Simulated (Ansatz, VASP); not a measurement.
**One calculation of Ca, two programs**

INCAR

```
PREC = Accurate
ENCUT = 520
EDIFF = 1E-6
ISMEAR = 0
SIGMA = 0.1
LREAL = False
LASPH = True
NELM = 80
ALGO = Fast
ISIF = 2
LWAVE = False
LCHARG = True
GGA = PE
LELF = True
LVHAR = True
NBANDS = 11
```

File KPOINTS:

```
regular mesh
0
Gamma
  6 6 6
```

POSCAR

```
Ca
1.0
    3.7905385436      0.0000000000      0.0000000000
   -1.8952692718      3.2827026728      0.0000000000
    0.0000000000      0.0000000000      3.5417844517
Ca
1
Direct
    0.0000000000      0.0000000000      0.0000000000
```

Input for Ansatz:

```yaml
crystal:
  lattice:
    - [3.7905385436, 0.0, 0.0]
    - [-1.8952692718, 3.2827026728, 0.0]
    - [0.0, 0.0, 3.5417844517]
  atoms:
    - { symbol: Ca, position: [0.0, 0.0, 0.0] }
basis:
  ecutwfc: 420
kpoints:
  mp_grid: { grid: [6, 6, 6] }
hamiltonian:
  xc: pbe
scf:
  occupations: { method: gaussian, width: 0.1 }
  lower_state_search: "off"
output:
  forces: true
  stress: true
  eigenvalues: true
```

Alike in both runs: task single point; functional PBE; k mesh 6 × 6 × 6; occupations gaussian, width 0.1 eV; no spin polarisation.

|  | VASP | Ansatz |
| --- | --- | --- |
| version | VASP 6.6.1 | Ansatz 0.2.0 |
| potentials or method | VASP PAW PBE potentials, release 64 (Ca_sv), cutoff 520 eV | scalar-relativistic, plane waves, PAW |
| valence electrons in the cell | 10 | 10 |

```tsv
	VASP	Ansatz	Ansatz less VASP
gap on the k mesh at the Fermi level (eV)	none	none	-
pressure (GPa)	-0.5	-0.5	-0.01
```

A gap of «none» marks a metal or a gap that the smearing closes. The functional is the same, so the differences come from potentials, cutoffs and numerics.
